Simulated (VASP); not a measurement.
HfNiO4: single point with PBE

The system is HfNiO4.

```
Hf Ni O
1.0
     2.88030    0.00000    0.00000
    -1.44015    2.49441    0.00000
     0.00000    0.00000    9.91879
Hf Ni O
1 1 4
Direct
  0.00000 0.00000 0.50000
  0.00000 0.00000 0.00000
  0.66667 0.33333 0.88976
  0.66667 0.33333 0.37664
  0.33333 0.66667 0.62336
  0.33333 0.66667 0.11024
```

The cell was built from a structure type or drawn by symmetry, and may not be a known phase.

```yaml
Program: VASP 6.6.1
Task: single point
Functional: PBE
Potentials_or_basis: VASP PAW PBE potentials, release 64 (Hf_pv, Ni, O)
Cutoff: 520 eV
k_mesh: 6 × 6 × 2
Occupations: gaussian, width 0.1 eV
Spin: collinear spin, ferromagnetic start
Starting_moments: "[0.0, 2.0, 0.0, 0.0, 0.0, 0.0] μB"
Dipole_correction: no
Further_INCAR_settings: ALGO = Normal; EDIFF = 1e-06; NBANDS = 35
```

```
Pressure                                              : 6.5 GPa
Largest force                                         : 2.518 eV/Å
Band gap on the k mesh                                : 1.25 eV (least direct gap 1.30 eV)
Net moment                                            : 0.00 μB per cell
Valence electrons inside the program's atomic spheres : Hf 9.07; Ni 9.09; O 4.82, 5.06 (each value once)
```

Forces on the atoms (eV/Å):
```
Hf   0.000  0.000  0.000
Ni   0.000  0.000  0.000
O    0.000  0.000  2.518
O    0.000  0.000  1.885
O    0.000  0.000 -1.885
O    0.000  0.000 -2.518
```

Stress tensor (GPa, compression positive):
```
 20.16   0.00   0.00
  0.00  20.16   0.00
  0.00   0.00 -20.81
```

Levels at points of the mesh, in eV from the valence-band top:
Spin up:
```csv
k point,band 20,band 21,band 22,band 23,band 24,band 25
"(0.00, 0.00, 0.00)",-0.44,-0.44,-0.33,1.90,1.90,4.83
"(0.50, 0.00, 0.00)",-0.97,-0.88,-0.63,1.51,1.81,2.48
"(0.00, 0.00, 0.50)",-0.44,-0.44,-0.26,1.90,1.90,4.83
"(0.50, 0.00, 0.50)",-1.13,-0.89,-0.61,1.53,1.81,2.47
```
Spin down:
```
           k point  band 18  band 19  band 20  band 21  band 22  band 23  band 24  band 25  band 26  band 27
(0.00, 0.00, 0.00)    -0.53    -0.49    -0.44    -0.44    -0.33     1.90     1.90     4.83     4.83     4.87
(0.50, 0.00, 0.00)    -1.33    -1.14    -0.97    -0.88    -0.63     1.51     1.81     2.48     8.65     9.01
(0.00, 0.00, 0.50)    -0.52    -0.52    -0.44    -0.44    -0.26     1.90     1.90     4.83     4.83     4.95
(0.50, 0.00, 0.50)    -1.37    -1.14    -1.13    -0.89    -0.61     1.53     1.81     2.47     8.65     9.01
```

Wall time 77 s on 1 thread of Intel(R) Xeon(R) 6975P-C (Granite Rapids) (shared host), peak memory 0.27 GiB.

Caveat: the cell stands under pressure; spin-orbit coupling is left out, which moves the levels of the heavy elements; forces of over 1 eV/Å act on the atoms, so gaps and moduli don't describe the material at rest. A k mesh can miss the band edges.
